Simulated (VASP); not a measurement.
# C (P1) in VASP: a series of runs

Runs on C. Level: r2SCAN. Tasks: single point.

Program: VASP 6.6.1. These are calculated values, not measurements. Logs are shortened: lines on timing, memory, paths and dates and some standing lists are left out, and cuts for length are marked.

## (1) The cell of the first run

The typed cell holds 8 atoms: a = 4.833 Å, b = 4.873 Å, c = 2.550 Å, α = 90.02°, β = 91.31°, γ = 128.01°.

## (2) Single point, r2SCAN (atoms moved at random and the cell strained at random)

The input, POSCAR:

```
C
1.0
    2.1035908140     -4.3503942018     -0.0560450399
    2.1503737870      4.3730990543     -0.0006206322
   -0.0334648432      0.0158854923      2.5492818185
C
8
Direct
    0.6354309494      0.9725309093     -0.0037711999
    0.3555096450      0.0248293375     -0.0067581949
    0.0255683366      0.3547671488     -0.0046790249
    0.9930254161      0.6533502501      0.0133946275
    0.4072588368      0.2275171349      0.4949969967
    0.5970659230      0.7663756302      0.5143068791
    0.7500152094      0.5871837337      0.4988552980
    0.2361256837      0.4134458555      0.4936546183
```

The input, INCAR.step1:

```
ALGO     = Normal         # electronic algorithm
EDIFF    = 1E-4           # SCF threshold, eV
ENCUT    = 520            # plane-wave cutoff, eV
GGA      = PE             # functional
ISMEAR   = 0              # smearing method
LASPH    = True           # aspherical terms in the spheres
LCHARG   = False          # write CHGCAR
LREAL    = False          # projectors in reciprocal space
LWAVE    = True           # write WAVECAR
NBANDS   = 26             # bands
NELM     = 80             # most SCF steps
PREC     = Accurate       # precision mode
SIGMA    = 0.05           # smearing width, eV
```

The input, INCAR.step2:

```
ALGO     = Normal         # electronic algorithm
EDIFF    = 1E-7           # SCF threshold, eV
ENCUT    = 520            # plane-wave cutoff, eV
ISIF     = 2              # what is computed and relaxed
ISMEAR   = 0              # smearing method
ISTART   = 1            
LASPH    = True           # aspherical terms in the spheres
LCHARG   = False          # write CHGCAR
LMIXTAU  = True         
LREAL    = False          # projectors in reciprocal space
LWAVE    = False          # write WAVECAR
METAGGA  = R2SCAN         # meta-GGA
NBANDS   = 26             # bands
NELM     = 80             # most SCF steps
PREC     = Accurate       # precision mode
SIGMA    = 0.05           # smearing width, eV
```

The input, KPOINTS:

```
k-points
0
Gamma
  6 6 10
```

Potentials or basis: VASP PAW PBE potentials, release 64 (C).

Started as:

```sh
> cat potpaw_PBE.64/C/POTCAR > POTCAR
> cp INCAR.step1 INCAR
> mpirun -np 1 vasp_std > vasp.out
> cp INCAR.step2 INCAR
> mpirun -np 1 vasp_std > vasp.out
```

OUTCAR:

```text
EDIFF = 1E-7
   ENCUT = 520
   ISIF = 2
   ISMEAR = 0
   ISTART = 1
   LASPH = True
   LREAL = False
   METAGGA = R2SCAN
   NELM = 80
   PREC = Accurate

 ion  position               nearest neighbor table
   1  0.635  0.973  0.996-   6 1.52   2 1.52   6 1.60   3 1.64
   2  0.356  0.025  0.993-   1 1.52   5 1.53   5 1.54   4 1.56
   3  0.026  0.355  0.995-   8 1.52   4 1.56   8 1.57   1 1.64
   4  0.993  0.653  0.013-   3 1.56   2 1.56   7 1.62   7 1.63
   5  0.407  0.228  0.495-   7 1.50   2 1.53   2 1.54   8 1.56
   6  0.597  0.766  0.514-   7 1.45   8 1.52   1 1.52   1 1.60
   7  0.750  0.587  0.499-   6 1.45   5 1.50   4 1.62   4 1.63
   8  0.236  0.413  0.494-   6 1.52   3 1.52   5 1.56   3 1.57

  LATTYP: Found a triclinic cell.
 ALAT       =     4.2544025827
 B/A-ratio  =     1.1454493224
 C/A-ratio  =     0.5992735521
 COS(alpha) =     0.0003280022
 COS(beta)  =     0.0264090720
 COS(gamma) =     0.4460103931

  Lattice vectors:

 A1 = (  -4.2539646010,  -0.0227048525,   0.0566656721)
 A2 = (  -2.1503737870,  -4.3730990543,   0.0006206322)
 A3 = (  -0.0334648432,   0.0158854923,   2.5492818185)

Analysis of symmetry for initial positions (statically):
=====================================================================
 Subroutine PRICEL returns:
 Original cell was already a primitive cell.

 Routine SETGRP: Setting up the symmetry group for a
 triclinic supercell.

 Subroutine GETGRP returns: Found  1 space group operations
 (whereof  1 operations were pure point group operations)
 out of a pool of  2 trial point group operations.

The static configuration has the point symmetry C_1 .

Analysis of symmetry for dynamics (positions and initial velocities):
=====================================================================
 Subroutine PRICEL returns:
 Original cell was already a primitive cell.

 Routine SETGRP: Setting up the symmetry group for a
 triclinic supercell.

 Subroutine GETGRP returns: Found  1 space group operations
 (whereof  1 operations were pure point group operations)
 out of a pool of  2 trial point group operations.

The dynamic configuration has the point symmetry C_1 .

 Subroutine INISYM returns: Found  1 space group operations
 (whereof  1 operations are pure point group operations),
[... 104 lines left out ...]
   LSORBIT =      F    spin-orbit coupling
   LASPH  =      T    aspherical Exc in radial PAW
   ENCUT  =  520.0 eV  38.22 Ry    6.18 a.u.   8.99  9.06  4.74*2*pi/ulx,y,z
   NELM   =     80;   NELMIN=  2; NELMDL=  0     # of ELM steps
   EDIFF  = 0.1E-06   stopping-criterion for ELM
   LREAL  =      F    real-space projection
   EDIFFG = 0.1E-05   stopping-criterion for IOM
   NSW    =      0    number of steps for IOM
   IBRION =     -1    ionic relax: 0-MD 1-quasi-New 2-CG
   NFREE  =      0    steps in history (QN), initial steepest desc. (CG)
   ISIF   =      2    stress and relaxation
   ISYM   =      2    0-nonsym 1-usesym 2-fastsym
   POTIM  = 0.5000    time-step for ionic-motion
   TEBEG  =    0.0;   TEEND  =   0.0 temperature during run
   PSTRESS=    0.0 pullay stress
   NELECT =      32.0000    total number of electrons
   NUPDOWN=      -1.0000    fix difference up-down
   EMIN   =  10.00;   EMAX   =-10.00  energy-range for DOS
   EFERMI =   0.00;   METHOD = LEGACY
   ISMEAR =     0;   SIGMA  =   0.05  broadening in eV -4-tet -1-fermi 0-gaus
   EFERMI_NEDOS =   21; number of points for ismear=-14 and -15
   IALGO  =     38    algorithm
   IMIX   =      4    mixing-type and parameters
     AMIX     =   0.40;   BMIX     =  1.00
     AMIX_MAG =   1.60;   BMIX_MAG =  1.00
  volume/ion in A,a.u.               =       5.91        39.89
  Fermi-wavevector in a.u.,A,eV,Ry     =   1.437263  2.716032 28.105874  2.065723
  Thomas-Fermi vector in A             =   2.556360
   LORBIT       =      0    0 simple, 1 ext, 2 COOP (PROOUT), +10 PAW based schemes
   METAGGA = R2SCAN    functional components
   LHFCALC =     F    Hartree Fock is set to
   AEXX    =    0.0000 exact exchange contribution
   IVDW    =     0    specifies the selected vdW correction
   LEPSILON=     F    determine dielectric tensor
   LRPA    =     F    only Hartree local field effects (RPA)
 non-spin polarized calculation
 Gauss-broadening in eV      SIGMA  =   0.05
  energy-cutoff  :      520.00
  volume of cell :       47.29
 maximum number of plane-waves:      1286
   NGX = 17   NGY = 19   NGZ =  9

 number of electron      32.0000000 magnetization

 Free energy of the ion-electron system (eV)
  ---------------------------------------------------
  ext. energy  EPLUGINS =         0.00000000
  ---------------------------------------------------
  free energy    TOTEN  =       -76.71950631 eV

  energy without entropy =      -76.71950631  energy(sigma->0) =      -76.71950631

 E-fermi :   9.9757     XC(G=0): -13.9600

 val. band max:        9.7557149287   @ k =   0.5000   0.5000   0.0000
 cond. band min:      12.5484181963   @ k =   0.5000   0.5000   0.3000
 fundamental gap:      2.7927032676
 Fermi energy:         9.9756543852

 k-point     1 :       0.0000    0.0000    0.0000
  band No.  band energies     occupation
      1     -13.4250      2.00000
      2      -7.7936      2.00000
      3      -7.3749      2.00000
      4      -6.2796      2.00000
      5      -5.7757      2.00000
      6      -3.2246      2.00000
[... 685 lines left out ...]
     25      19.6457      0.00000
     26      19.9239      0.00000

 [... further k-points ...]
[... 5 lines left out ...]
  --------------------------------------------------------------------------------------
  -------------------------------------------------------------------------------------
  Total        1.4655253      2.5684031     -5.5401284     -0.8661604     -1.6601710      3.3058174
  in kB       49.6521121     87.0176961   -187.6999782    -29.3455800    -56.2467227    112.0013484
  external PRESSURE =     -17.0100567 kB  Pullay stress =       0.0000000 kB

 VOLUME and BASIS-vectors are now :
 -----------------------------------------------------------------------------
  energy-cutoff  :      520.00
  volume of cell :       47.29
      direct lattice vectors                 reciprocal lattice vectors
     2.103590814 -4.350394202 -0.056045040     0.235744386 -0.115921495  0.003817004
     2.150373787  4.373099054 -0.000620632     0.234501382  0.113360306  0.002371949
    -0.033464843  0.015885492  2.549281818     0.005239845 -0.002520894  0.392351834

 POSITION                                       TOTAL-FORCE (eV/Angst)
 -----------------------------------------------------------------------------------
      3.39465      1.50442      2.50345         2.305320     -1.445166      1.005444
      0.76800     -1.42225      2.51211        -1.059737     -0.386413      0.407233
      0.78336      1.45601      2.53570        -0.475761      0.786335      0.104435
      3.49342     -1.46267     -0.02191        -2.272505      2.184138     -1.268276
      1.32939     -0.76892      1.23892        -0.733640      0.299360     -0.133759
      2.88677      0.76213      1.27717         0.555150      3.567736     -1.508843
      2.82370     -0.68712      1.22932         4.056093     -5.266242      0.868254
      1.36925      0.78864      1.24497        -2.374921      0.260253      0.525513
 -----------------------------------------------------------------------------------
    total drift:                               -0.000006      0.000062     -0.000325

  FREE ENERGIE OF THE ION-ELECTRON SYSTEM (eV)
  ---------------------------------------------------
  free  energy   TOTEN  =       -76.7195063099 eV

  energy  without entropy=      -76.7195063099  energy(sigma->0) =      -76.71950631
```

OSZICAR.step1:

```text
N       E                     dE             d eps       ncg     rms          rms(c)
DAV:   1     0.737488330259E+02    0.73749E+02   -0.16753E+04  9576   0.120E+03
DAV:   2    -0.679713015060E+02   -0.14172E+03   -0.13193E+03 12728   0.234E+02
DAV:   3    -0.735946214400E+02   -0.56233E+01   -0.55717E+01 13022   0.415E+01
DAV:   4    -0.736510245128E+02   -0.56403E-01   -0.56290E-01 12208   0.459E+00
DAV:   5    -0.736521316835E+02   -0.11072E-02   -0.11061E-02 13008   0.586E-01    0.111E+01
DAV:   6    -0.715994829414E+02    0.20526E+01   -0.14914E+00 10782   0.711E+00    0.650E+00
DAV:   7    -0.709551005471E+02    0.64438E+00   -0.15048E+00 11356   0.682E+00    0.179E+00
DAV:   8    -0.709615498888E+02   -0.64493E-02   -0.38678E-02 12944   0.121E+00    0.768E-01
DAV:   9    -0.709631179708E+02   -0.15681E-02   -0.45323E-03 11692   0.444E-01    0.746E-02
DAV:  10    -0.709632051039E+02   -0.87133E-04   -0.39246E-04 12252   0.124E-01
   1 F= -.70963205E+02 E0= -.70963205E+02  d E =-.520729E-12
```

Wall time 11 min (1 thread of AMD EPYC 7R13 (Zen 3), shared host); peak memory 0.24 GiB.

Results:

* Free energy: -76.7195 eV
* Pressure: -1.7 GPa
* Largest force: 6.704 eV/Å
* Band gap on the k mesh: 2.79 eV, indirect (least direct gap 4.58 eV)

Forces in eV/Å, atoms in the order of the input:
```
C    2.305 -1.445  1.005
C   -1.060 -0.386  0.407
C   -0.476  0.786  0.104
C   -2.273  2.184 -1.268
C   -0.734  0.299 -0.134
C    0.555  3.568 -1.509
C    4.056 -5.266  0.868
C   -2.375  0.260  0.526
```

Levels at points of the mesh, in eV from the valence-band top:
| k point | band 14 | band 15 | band 16 | band 17 | band 18 | band 19 |
| --- | --- | --- | --- | --- | --- | --- |
| (0.00, 0.00, 0.00) | -2.46 | -1.99 | -1.63 | 3.54 | 3.93 | 5.28 |
| (0.50, 0.00, 0.00) | -3.37 | -3.10 | -2.46 | 5.08 | 5.31 | 5.76 |
| (0.00, 0.50, 0.00) | -3.50 | -3.16 | -2.11 | 5.07 | 5.37 | 5.74 |
| (0.50, 0.50, 0.00) | -1.01 | -0.51 | 0.00 | 4.58 | 4.84 | 5.75 |
| (0.00, 0.00, 0.50) | -6.26 | -3.87 | -3.34 | 6.43 | 6.52 | 7.29 |
| (0.50, 0.00, 0.50) | -5.29 | -4.82 | -3.76 | 4.79 | 5.92 | 6.08 |
| (0.00, 0.50, 0.50) | -5.25 | -5.01 | -3.40 | 4.73 | 5.64 | 6.30 |
| (0.50, 0.50, 0.50) | -5.90 | -5.84 | -5.43 | 3.35 | 4.24 | 5.19 |

Caveat: the cell differs from its parent crystal (atoms moved at random and the cell strained at random); the PAW data sets were made with another functional, which shifts forces and pressure a little. A k mesh can miss the band edges.

## (3) Single point, r2SCAN (atoms moved at random)

The input, POSCAR:

```
C
1.0
    2.1205985457     -4.3694582406      0.0000000000
    2.1205985457      4.3694582406      0.0000000000
    0.0000000000      0.0000000000      2.5047085935
C
8
Direct
    0.6436353087      0.9710365396     -0.0223303383
    0.3639418831      0.0163516901      0.0090004792
    0.0179958456      0.3536504351      0.0124973253
    0.9682881809      0.6460999345      0.0015506090
    0.3985394374      0.2257563396      0.5022049048
    0.5947574157      0.7779155554      0.4954800710
    0.7761341905      0.5923684682      0.5018912125
    0.2367077381      0.4168210375      0.4997057365
```

The input, INCAR.step1:

```
SYSTEM = C
ALGO = Normal
EDIFF = 1E-4
ENCUT = 520
GGA = PE
ISMEAR = 0
LASPH = .True.
LCHARG = .False.
LREAL = .False.
LWAVE = .True.
NBANDS = 26
NELM = 80
PREC = Accurate
SIGMA = 0.05
```

The input, INCAR.step2:

```
SYSTEM = C
ALGO = Normal
EDIFF = 1E-6
ENCUT = 520
ISIF = 2
ISMEAR = 0
ISTART = 1
LASPH = .True.
LCHARG = .False.
LMIXTAU = .True.
LREAL = .False.
LWAVE = .False.
METAGGA = R2SCAN
NBANDS = 26
NELM = 80
PREC = Accurate
SIGMA = 0.05
```

The input, KPOINTS:

```
k-points
0
Gamma
  6 6 10
  0 0 0
```

Potentials or basis: VASP PAW PBE potentials, release 64 (C).

Started as:

```sh
> cat potpaw_PBE.64/C/POTCAR > POTCAR
> cp INCAR.step1 INCAR
> mpirun -np 1 vasp_std > vasp.out
> cp INCAR.step2 INCAR
> mpirun -np 1 vasp_std > vasp.out
```

OUTCAR:

```text
SYSTEM = C
   EDIFF = 1E-6
   ENCUT = 520
   ISIF = 2
   ISMEAR = 0
   ISTART = 1
   LASPH = .True.
   LREAL = .False.
   METAGGA = R2SCAN
   NELM = 80
   PREC = Accurate

 ion  position               nearest neighbor table
   1  0.644  0.971  0.978-   6 1.46   2 1.51   6 1.53   3 1.61
   2  0.364  0.016  0.009-   1 1.51   5 1.54   5 1.57   4 1.63
   3  0.018  0.354  0.012-   8 1.52   8 1.57   4 1.58   1 1.61
   4  0.968  0.646  0.002-   7 1.48   7 1.49   3 1.58   2 1.63
   5  0.399  0.226  0.502-   2 1.54   8 1.54   2 1.57   7 1.58
   6  0.595  0.778  0.495-   1 1.46   8 1.53   1 1.53   7 1.60
   7  0.776  0.592  0.502-   4 1.48   4 1.49   5 1.58   6 1.60
   8  0.237  0.417  0.500-   3 1.52   6 1.53   5 1.54   3 1.57

  LATTYP: Found a base centered orthorhombic cell.
 ALAT       =     4.2411970914
 B/A-ratio  =     2.0604834656
 C/A-ratio  =     0.5905664225

  Lattice vectors:

 A1 = (   2.1205985457,  -4.3694582406,   0.0000000000)
 A2 = (   2.1205985457,   4.3694582406,   0.0000000000)
 A3 = (   0.0000000000,   0.0000000000,   2.5047085935)

[... 182 lines left out ...]
  free energy    TOTEN  =       -76.99379977 eV

  energy without entropy =      -76.99379977  energy(sigma->0) =      -76.99379977

 E-fermi :  10.0716     XC(G=0): -14.0715

 val. band max:        9.8625904176   @ k =   0.5000   0.5000   0.0000
 cond. band min:      13.3448518979   @ k =   0.5000   0.5000   0.3000
 fundamental gap:      3.4822614803
 Fermi energy:        10.0715854075

 k-point     1 :       0.0000    0.0000    0.0000
  band No.  band energies     occupation
      1     -13.2840      2.00000
      2      -7.9888      2.00000
      3      -6.6969      2.00000
      4      -6.3367      2.00000
      5      -5.8433      2.00000
      6      -3.1042      2.00000
[... 685 lines left out ...]
     25      20.4393      0.00000
     26      21.7861      0.00000

 [... further k-points ...]
[... 5 lines left out ...]
  --------------------------------------------------------------------------------------
  -------------------------------------------------------------------------------------
  Total        1.2548657      0.6355034      1.3180574     -0.0504617      0.2370961      0.5406510
  in kB       43.3146261     21.9358860     45.4958351     -1.7418023      8.1839284     18.6618364
  external PRESSURE =      36.9154491 kB  Pullay stress =       0.0000000 kB

 VOLUME and BASIS-vectors are now :
 -----------------------------------------------------------------------------
  energy-cutoff  :      520.00
  volume of cell :       46.42
      direct lattice vectors                 reciprocal lattice vectors
     2.120598546 -4.369458241  0.000000000     0.235782487 -0.114430662  0.000000000
     2.120598546  4.369458241  0.000000000     0.235782487  0.114430662  0.000000000
     0.000000000  0.000000000  2.504708594     0.000000000  0.000000000  0.399248041

 POSITION                                       TOTAL-FORCE (eV/Angst)
 -----------------------------------------------------------------------------------
      3.42407      1.43057      2.44878         2.311429      0.923771      2.615453
      0.80645     -1.51878      0.02254        -1.370049      3.604611     -1.016003
      0.78811      1.46663      0.03130         0.146245     -0.182228     -1.552517
      3.42347     -1.40779      0.00388         1.608796     -2.898261      0.312698
      1.32388     -0.75497      1.25788         0.724141     -2.124351      0.324643
      2.91089      0.80030      1.24103        -0.533356     -2.075854     -1.284911
      2.90204     -0.80296      1.25709        -0.599840      2.314806     -0.061775
      1.38587      0.78700      1.25162        -2.287367      0.437505      0.662412
 -----------------------------------------------------------------------------------
    total drift:                                0.000070     -0.000062      0.000020

  FREE ENERGIE OF THE ION-ELECTRON SYSTEM (eV)
  ---------------------------------------------------
  free  energy   TOTEN  =       -76.9937997651 eV

  energy  without entropy=      -76.9937997651  energy(sigma->0) =      -76.99379977
```

It took 5.2 min on 1 thread of Intel Xeon 6975P-C (Granite Rapids), shared host; peak memory 0.26 GiB.

What came out:

```
Free energy            : -76.9938 eV
Pressure               : 3.7 GPa
Largest force          : 3.988 eV/Å
Band gap on the k mesh : 3.48 eV, indirect (least direct gap 5.01 eV)
```

Forces on the atoms (eV/Å):
```
C    2.311  0.924  2.615
C   -1.370  3.605 -1.016
C    0.146 -0.182 -1.553
C    1.609 -2.898  0.313
C    0.724 -2.124  0.325
C   -0.533 -2.076 -1.285
C   -0.600  2.315 -0.062
C   -2.287  0.438  0.662
```

Levels at points of the mesh, in eV from the valence-band top:
```csv
k point,band 14,band 15,band 16,band 17,band 18,band 19
"(0.00, 0.00, 0.00)",-2.26,-2.16,-1.14,4.41,4.74,4.96
"(0.50, 0.00, 0.00)",-3.48,-2.82,-2.53,4.96,5.77,6.17
"(0.00, 0.50, 0.00)",-3.54,-3.00,-2.58,4.93,5.70,6.07
"(0.50, 0.50, 0.00)",-0.84,-0.28,0.00,5.01,5.19,5.62
"(0.00, 0.00, 0.50)",-6.13,-3.70,-3.64,7.06,7.43,7.57
"(0.50, 0.00, 0.50)",-5.10,-4.75,-3.61,5.41,5.62,6.35
"(0.00, 0.50, 0.50)",-5.00,-4.91,-3.63,5.27,5.43,6.14
"(0.50, 0.50, 0.50)",-5.94,-5.91,-5.22,3.86,4.40,5.11
```

Caveat: the cell differs from its parent crystal (atoms moved at random); the PAW data sets were made with another functional, which shifts forces and pressure a little. A k mesh can miss the band edges.
